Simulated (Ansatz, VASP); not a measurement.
## One calculation of Co, two programs

```xyz
2
Lattice="2.4874 0.0000 0.0000 -1.2437 2.1541 0.0000 0.0000 0.0000 4.0633" Properties=species:S:1:pos:R:3 pbc="T T T"
Co    0.0000    1.4361    3.0074
Co    1.2437    0.7180    1.0559
```

Alike in both runs: task single point; functional PBEsol; k mesh 10 × 10 × 6; occupations fermi-dirac, width 0.05 eV; collinear spin; fixed moment 5 μB.

|  | VASP | Ansatz |
| --- | --- | --- |
| version | VASP 6.6.1 | Ansatz 0.2.0 |
| potentials or method | VASP PAW PBE potentials, release 64 (Co) | Ansatz PAW |
| plane-wave cutoff (eV) | 520 | 420 |
| valence electrons in the cell | 18 | 34 |

Ansatz gave:

| Property | Result |
| --- | --- |
| pressure (GPa) | 13.4 |
| traceless stress, the component that is largest in VASP (GPa) | 3.41 |
| rms of the force components (eV/Å) | 0.523 |
| net moment per atom (μB) | 2.50 |
| size of the moment on the site where the two differ most (μB) | 2.40 |

Which values does VASP return?

Pressure (GPa): 12.5; traceless stress, the component that is largest in VASP (GPa): 3.04; rms of the force components (eV/Å): 0.498; net moment per atom (μB): 2.50; size of the moment on the site where the two differ most (μB): 2.43.

VASP's potentials were made for PBE, not for PBEsol. Site moments also hang on the region over which each program counts them. Atom by atom the forces differ by 0.025 eV/Å (rms over components). VASP's potentials hold 18 valence electrons a cell and Ansatz's 34, so a difference there can come from the potentials and not from the codes.
